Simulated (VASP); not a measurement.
# Zr (P6_3/mmc) in VASP: relaxation of cell and atoms with PBE

Aim: the relaxation of cell and atoms of Zr with PBE.

Everything below comes from runs of VASP 6.6.1. Logs are shortened: lines on timing, memory, paths and dates and some standing lists are left out, and cuts for length are marked.

### 1 The cell of the first run

The structure is hexagonal, space group P6_3/mmc (No. 194). The conventional cell has a = 3.230 Å, b = 3.230 Å, c = 5.145 Å, α = 90.00°, β = 90.00°, γ = 120.00°. Within 4.2 Å of Zr (site symmetry -6m2) lie 12 Zr at 3.18 to 3.23 Å.

### 2 Relaxation of cell and atoms, PBE

File INCAR:

```
  PREC = Accurate
  ENCUT = 500
  EDIFF = 1E-7
  ISMEAR = 0
  SIGMA = 0.05
  LREAL = False
  LASPH = True
  NELM = 120
  ALGO = Normal
  ISIF = 3
  LWAVE = False
  LCHARG = False
  GGA = PE
  IBRION = 2
  NSW = 80
  EDIFFG = -0.01
  GGA_COMPAT = False
  NELMIN = 4
```

File KPOINTS:

```
Automatic mesh
0
Gamma
  16 16 8
```

File POSCAR:

```
Zr
1.0
    3.2300000000      0.0000000000      0.0000000000
   -1.6150000000      2.7972620542      0.0000000000
    0.0000000000      0.0000000000      5.1453900000
Zr
2
Direct
    0.3333333333      0.6666666667      0.7500000000
    0.6666666667      0.3333333333      0.2500000000
```

Potentials or basis: VASP PAW PBE potentials, release 64 (Zr_sv).

Run with:

```sh
cat potpaw_PBE.64/Zr_sv/POTCAR > POTCAR
mpirun -np 1 vasp_std > vasp.out
```

OUTCAR:

```text
PREC = Accurate
   ENCUT = 500
   EDIFF = 1E-7
   ISMEAR = 0
   LREAL = False
   LASPH = True
   NELM = 120
   ISIF = 3
   GGA = PE
   IBRION = 2
   NSW = 80
   EDIFFG = -0.01
   NELMIN = 4

 ion  position               nearest neighbor table
   1  0.333  0.667  0.750-   2 3.18   2 3.18   2 3.18   2 3.18   2 3.18   2 3.18
   2  0.667  0.333  0.250-   1 3.18   1 3.18   1 3.18   1 3.18   1 3.18   1 3.18

  LATTYP: Found a hexagonal cell.
 ALAT       =     3.2300000000
 C/A-ratio  =     1.5930000000

  Lattice vectors:

 A1 = (   3.2300000000,   0.0000000000,   0.0000000000)
 A2 = (  -1.6150000000,   2.7972620542,   0.0000000000)
 A3 = (   0.0000000000,   0.0000000000,   5.1453900000)

Analysis of symmetry for initial positions (statically):
=====================================================================
 Subroutine PRICEL returns:
 Original cell was already a primitive cell.

 Routine SETGRP: Setting up the symmetry group for a
 hexagonal supercell.

 Subroutine GETGRP returns: Found 24 space group operations
 (whereof 12 operations were pure point group operations)
 out of a pool of 24 trial point group operations.

The static configuration has the point symmetry D_3d.
 The point group associated with its full space group is D_6h.

Analysis of symmetry for dynamics (positions and initial velocities):
=====================================================================
 Subroutine PRICEL returns:
 Original cell was already a primitive cell.

 Routine SETGRP: Setting up the symmetry group for a
 hexagonal supercell.

 Subroutine GETGRP returns: Found 24 space group operations
 (whereof 12 operations were pure point group operations)
 out of a pool of 24 trial point group operations.

The dynamic configuration has the point symmetry D_3d.
 The point group associated with its full space group is D_6h.

 Subroutine INISYM returns: Found 24 space group operations
 (whereof 12 operations are pure point group operations),
 and found     1 'primitive' translations

----------------------------------------------------------------------------------------

                                     Primitive cell

  volume of cell :      46.4894

  direct lattice vectors                    reciprocal lattice vectors
     3.230000000  0.000000000  0.000000000     0.309597523  0.178746213  0.000000000
    -1.615000000  2.797262054  0.000000000     0.000000000  0.357492427  0.000000000
     0.000000000  0.000000000  5.145390000     0.000000000  0.000000000  0.194348728

  length of vectors
     3.230000000  3.230000000  5.145390000     0.357492427  0.357492427  0.194348728

  position of ions in fractional coordinates (direct lattice)
     0.333333333  0.666666667  0.750000000
     0.666666667  0.333333333  0.250000000

  ion indices of the primitive-cell ions
   primitive index   ion index
                 1           1
                 2           2

----------------------------------------------------------------------------------------

 KPOINTS: Automatic mesh

Automatic generation of k-mesh.
 Grid dimensions read from file:
 generate k-points for:   16   16    8

 Generating k-lattice:

  Cartesian coordinates                     Fractional coordinates (reciprocal lattice)
     0.019349845  0.011171638  0.000000000     0.062500000  0.000000000  0.000000000
     0.000000000  0.022343277  0.000000000     0.000000000  0.062500000  0.000000000
     0.000000000  0.000000000  0.024293591     0.000000000  0.000000000  0.125000000

  Length of vectors
     0.022343277  0.022343277  0.024293591

  Shift w.r.t. Gamma in fractional coordinates (k-lattice)
     0.000000000  0.000000000  0.000000000

 Subroutine IBZKPT returns following result:
 ===========================================

 Found    150 irreducible k-points:

 Following reciprocal coordinates:
            Coordinates               Weight
  0.000000  0.000000  0.000000      1.000000
  0.062500  0.000000  0.000000      6.000000
  0.125000  0.000000  0.000000      6.000000
  0.187500  0.000000  0.000000      6.000000
  0.250000  0.000000  0.000000      6.000000
  0.312500  0.000000  0.000000      6.000000
[... 16 lines left out ...]
  0.187500  0.187500  0.000000      6.000000
  0.250000  0.187500  0.000000     12.000000
 [... further k-points ...]
   k-points           NKPTS =    150   k-points in BZ     NKDIM =    150   number of bands    NBANDS=     16
   number of dos      NEDOS =    301   number of ions     NIONS =      2
   total plane-waves  NPLWV =  23040
   dimension x,y,z NGX =    24 NGY =   24 NGZ =   40
   dimension x,y,z NGXF=    48 NGYF=   48 NGZF=   80
   ions per type =               2
   NGX,Y,Z   is equivalent  to a cutoff of  12.35, 12.35, 12.92 a.u.
   NGXF,Y,Z  is equivalent  to a cutoff of  24.71, 24.71, 25.85 a.u.
 SYSTEM =  unknown system
   PREC   = accura    normal or accurate (medium, high low for compatibility)
   ISTART =      0    job   : 0-new  1-cont  2-samecut
   ICHARG =      2    charge: 1-file 2-atom 10-const
   ISPIN  =      1    spin polarized calculation?
   LNONCOLLINEAR =      F non collinear calculations
   LSORBIT =      F    spin-orbit coupling
   LASPH  =      T    aspherical Exc in radial PAW
   ENCUT  =  500.0 eV  36.75 Ry    6.06 a.u.   5.89  5.89  9.38*2*pi/ulx,y,z
   NELM   =    120;   NELMIN=  4; NELMDL= -5     # of ELM steps
   EDIFF  = 0.1E-06   stopping-criterion for ELM
   LREAL  =      F    real-space projection
   EDIFFG = -.1E-01   stopping-criterion for IOM
   NSW    =     80    number of steps for IOM
   IBRION =      2    ionic relax: 0-MD 1-quasi-New 2-CG
   NFREE  =      1    steps in history (QN), initial steepest desc. (CG)
   ISIF   =      3    stress and relaxation
   ISYM   =      2    0-nonsym 1-usesym 2-fastsym
   POTIM  = 0.5000    time-step for ionic-motion
   TEBEG  =    0.0;   TEEND  =   0.0 temperature during run
   PSTRESS=    0.0 pullay stress
   NELECT =      24.0000    total number of electrons
   NUPDOWN=      -1.0000    fix difference up-down
   EMIN   =  10.00;   EMAX   =-10.00  energy-range for DOS
   EFERMI =   0.00;   METHOD = LEGACY
   ISMEAR =     0;   SIGMA  =   0.05  broadening in eV -4-tet -1-fermi 0-gaus
   EFERMI_NEDOS =   21; number of points for ismear=-14 and -15
   IALGO  =     38    algorithm
   IMIX   =      4    mixing-type and parameters
     AMIX     =   0.40;   BMIX     =  1.00
     AMIX_MAG =   1.60;   BMIX_MAG =  1.00
  volume/ion in A,a.u.               =      23.24       156.86
  Fermi-wavevector in a.u.,A,eV,Ry     =   1.313290  2.481758 23.466379  1.724730
  Thomas-Fermi vector in A             =   2.443623
   LORBIT       =      0    0 simple, 1 ext, 2 COOP (PROOUT), +10 PAW based schemes
   GGA     = PE    functional components
   LHFCALC =     F    Hartree Fock is set to
   AEXX    =    0.0000 exact exchange contribution
   IVDW    =     0    specifies the selected vdW correction
   LEPSILON=     F    determine dielectric tensor
   LRPA    =     F    only Hartree local field effects (RPA)
 conjugate gradient relaxation of ions
 non-spin polarized calculation
 Gauss-broadening in eV      SIGMA  =   0.05
  energy-cutoff  :      500.00
  volume of cell :       46.49
 maximum number of plane-waves:      1194
 NGX is ok and might be reduce to    24
   NGX = 11   NGY = 11   NGZ = 19

--------------------------------------- Ionic step        1  -------------------------------------------

 number of electron      24.0000000 magnetization

 Free energy of the ion-electron system (eV)
  ---------------------------------------------------
  ext. energy  EPLUGINS =         0.00000000
  ---------------------------------------------------
  free energy    TOTEN  =       -17.04313462 eV

  energy without entropy =      -17.04117851  energy(sigma->0) =      -17.04215656

------------------------ aborting loop because EDIFF is reached ----------------------------------------

  FORCE on cell =-STRESS in cart. coord.  units (eV):
  Direction    XX          YY          ZZ          XY          YZ          ZX
  --------------------------------------------------------------------------------------
  -------------------------------------------------------------------------------------
  Total        0.1529643      0.1529643      0.2369289      0.0000000     -0.0000000      0.0000000
  in kB        5.2716502      5.2716502      8.1653457      0.0000000     -0.0000000      0.0000000
  external PRESSURE =       6.2362154 kB  Pullay stress =       0.0000000 kB

 VOLUME and BASIS-vectors are now :
 -----------------------------------------------------------------------------
  energy-cutoff  :      500.00
  volume of cell :       46.49
      direct lattice vectors                 reciprocal lattice vectors
     3.230000000  0.000000000  0.000000000     0.309597523  0.178746213  0.000000000
    -1.615000000  2.797262054  0.000000000     0.000000000  0.357492427  0.000000000
     0.000000000  0.000000000  5.145390000     0.000000000  0.000000000  0.194348728
[... 73 lines left out ...]
 POSITION                                       TOTAL-FORCE (eV/Angst)
 -----------------------------------------------------------------------------------
     -0.00000      1.86825      3.86997         0.000000     -0.000000      0.000000
      1.61795      0.93412      1.28999        -0.000000      0.000000      0.000000
 -----------------------------------------------------------------------------------
    total drift:                                0.000000     -0.000000      0.000000

  FREE ENERGIE OF THE ION-ELECTRON SYSTEM (eV)
  ---------------------------------------------------
  free  energy   TOTEN  =       -17.0437424521 eV

  energy  without entropy=      -17.0417963573  energy(sigma->0) =      -17.04276940

--------------------------------------- Ionic step        4  -------------------------------------------

 number of electron      24.0000000 magnetization

 Free energy of the ion-electron system (eV)
  ---------------------------------------------------
  ext. energy  EPLUGINS =         0.00000000
  ---------------------------------------------------
  free energy    TOTEN  =       -17.04374232 eV

  energy without entropy =      -17.04179618  energy(sigma->0) =      -17.04276925

 E-fermi :   8.9648     XC(G=0): -11.0592

 val. band max:        8.9040930805   @ k =   0.1250   0.0625   0.0000
 cond. band min:       8.9700655909   @ k =   0.2500   0.1875   0.5000
 fundamental gap:      0.0659725104
 Fermi energy:         8.9648097874

 k-point     1 :       0.0000    0.0000    0.0000
  band No.  band energies     occupation
      1     -39.9106      2.00000
      2     -39.7600      2.00000
      3     -18.4265      2.00000
      4     -17.5656      2.00000
      5     -17.5656      2.00000
      6     -17.4389      2.00000
[... 8 lines left out ...]
     15      10.4892      0.00000
     16      10.4892      0.00000
[... 419 lines left out ...]
 k-point    24 :       0.2500    0.1875    0.0000
  band No.  band energies     occupation
      1     -39.7972      2.00000
      2     -39.7277      2.00000
      3     -18.0800      2.00000
      4     -18.0689      2.00000
      5     -18.0035      2.00000
      6     -17.7708      2.00000
[... 8 lines left out ...]
     15      10.0261      0.00000
     16      11.9625      0.00000

 [... further k-points ...]

------------------------ aborting loop because EDIFF is reached ----------------------------------------

  FORCE on cell =-STRESS in cart. coord.  units (eV):
  Direction    XX          YY          ZZ          XY          YZ          ZX
  --------------------------------------------------------------------------------------
  -------------------------------------------------------------------------------------
  Total       -0.0181004     -0.0181004      0.0172715     -0.0000000      0.0000000     -0.0000000
  in kB       -0.6196904     -0.6196904      0.5913125     -0.0000000      0.0000000     -0.0000000
  external PRESSURE =      -0.2160228 kB  Pullay stress =       0.0000000 kB

 VOLUME and BASIS-vectors are now :
 -----------------------------------------------------------------------------
  energy-cutoff  :      500.00
  volume of cell :       46.80
      direct lattice vectors                 reciprocal lattice vectors
     3.236020746  0.000000000  0.000000000     0.309021505  0.178413649  0.000000000
    -1.618010373  2.802476173 -0.000000000     0.000000000  0.356827298  0.000000000
     0.000000000 -0.000000000  5.160245731     0.000000000  0.000000000  0.193789221

 POSITION                                       TOTAL-FORCE (eV/Angst)
 -----------------------------------------------------------------------------------
     -0.00000      1.86832      3.87018        -0.000000      0.000000      0.000000
      1.61801      0.93416      1.29006         0.000000     -0.000000      0.000000
 -----------------------------------------------------------------------------------
    total drift:                                0.000000     -0.000000      0.000000

  FREE ENERGIE OF THE ION-ELECTRON SYSTEM (eV)
  ---------------------------------------------------
  free  energy   TOTEN  =       -17.0437423238 eV

  energy  without entropy=      -17.0417961773  energy(sigma->0) =      -17.04276925

 reached required accuracy - stopping structural energy minimisation
```

Wall time 2.6 min (1 thread of Intel Xeon Platinum 8259CL at 2.50GHz (Skylake/Cascade Lake), shared host); peak memory 0.22 GiB.

What came out:

```
Free energy                           : -17.0437 eV
Relaxed volume                        : 23.40 Å³/atom
Relaxed cell                          : a = 3.236 Å, b = 3.236 Å, c = 5.160 Å, α = 90.00°, β = 90.00°, γ = 120.00°
Space group after relaxing (to 0.1 Å) : P6_3/mmc (No. 194)
Energy gained by relaxing             : 0.3 meV/atom
Ionic steps                           : 4
Pressure after relaxing               : 0.0 GPa
Band gap on the k mesh                : zero (bands 12 and 13 overlap by 1.22 eV)
```

Stress tensor (GPa, compression positive):
```
-0.06  0.00  0.00
 0.00 -0.06  0.00
 0.00  0.00  0.06
```

The path:
```csv
step,energy change (eV),largest force (eV/Å),pressure (GPa),volume (Å³)
1,0.0000,0.0000,0.62,46.49
2,0.0000,0.0000,-0.64,47.10
3,-0.0006,0.0000,-0.01,46.79
4,-0.0006,0.0000,-0.02,46.80
```

Final structure:
```cif
data_structure
_symmetry_space_group_name_H-M 'P 1'
_symmetry_Int_Tables_number 1
_cell_length_a 3.2360
_cell_length_b 3.2360
_cell_length_c 5.1602
_cell_angle_alpha 90.000
_cell_angle_beta 90.000
_cell_angle_gamma 120.000
_cell_volume 46.80
loop_
_atom_site_label
_atom_site_type_symbol
_atom_site_fract_x
_atom_site_fract_y
_atom_site_fract_z
_atom_site_occupancy
Zr1 Zr 0.33333 0.66667 0.75000 1
Zr2 Zr 0.66667 0.33333 0.25000 1
```
